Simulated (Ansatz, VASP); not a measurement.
Two plane-wave programs on H

The input POSCAR:

```
H
1.0
   10.0000000000      0.0000000000      0.0000000000
    0.0000000000     10.0000000000      0.0000000000
    0.0000000000      0.0000000000     10.0000000000
H
2
Direct
    0.5000000000      0.5000000000      0.4450000000
    0.5000000000      0.5000000000      0.5550000000
```

INCAR.step1

```
PREC = Accurate ; ENCUT = 400
EDIFF = 1E-5 ; ISMEAR = 0
SIGMA = 0.02 ; LREAL = F
LASPH = T ; NELM = 120
ALGO = Normal ; ISIF = 2
LWAVE = T ; NBANDS = 8
GGA = PE ; GGA_COMPAT = F
NELMDL = -8
```

The input INCAR.step2:

```
PREC = Accurate ; ENCUT = 400
EDIFF = 1E-6 ; ISMEAR = 0
SIGMA = 0.02 ; LREAL = F
LASPH = T ; NELM = 120
ALGO = Normal ; ISIF = 2
LWAVE = F ; LCHARG = T
GGA = PE ; LHFCALC = T
HFSCREEN = 0.2079 ; PRECFOCK = Normal
LELF = T ; LVHAR = T
NBANDS = 8 ; ISTART = 1
GGA_COMPAT = F
```

The input KPOINTS:

```
Automatic mesh
0
Gamma
  1 1 1
```

Input for Ansatz:

```yaml
crystal:
  lattice:
    - [10.0, 0.0, 0.0]
    - [0.0, 10.0, 0.0]
    - [0.0, 0.0, 10.0]
  atoms:
    - { symbol: H, position: [0.5, 0.5, 0.445] }
    - { symbol: H, position: [0.5, 0.5, 0.555] }
scf:
  occupations: { method: gaussian, width: 0.02 }
output:
  stress: false
  eigenvalues: true
kpoints:
  mp_grid: { grid: [1, 1, 1] }
hamiltonian:
  xc: hse06
```

Alike in both runs: task single point; functional HSE06; k mesh 1 × 1 × 1; occupations gaussian, width 0.02 eV; no spin polarisation.

|  | VASP | Ansatz |
| --- | --- | --- |
| version | VASP 6.6.1 | Ansatz 0.2.0 |
| potentials or method | VASP PAW PBE potentials, release 64 (H) | scalar-relativistic, plane waves, PAW |
| plane-wave cutoff (eV) | 400 | 420 |
| valence electrons in the cell | 2 | 2 |

|  | VASP | Ansatz | Ansatz less VASP |
| --- | --- | --- | --- |
| gap on the k mesh at the Fermi level (eV) | 9.17 | 9.17 | +0.003 |

With one functional, cell and mesh, what is left measures potentials, basis and numerics.
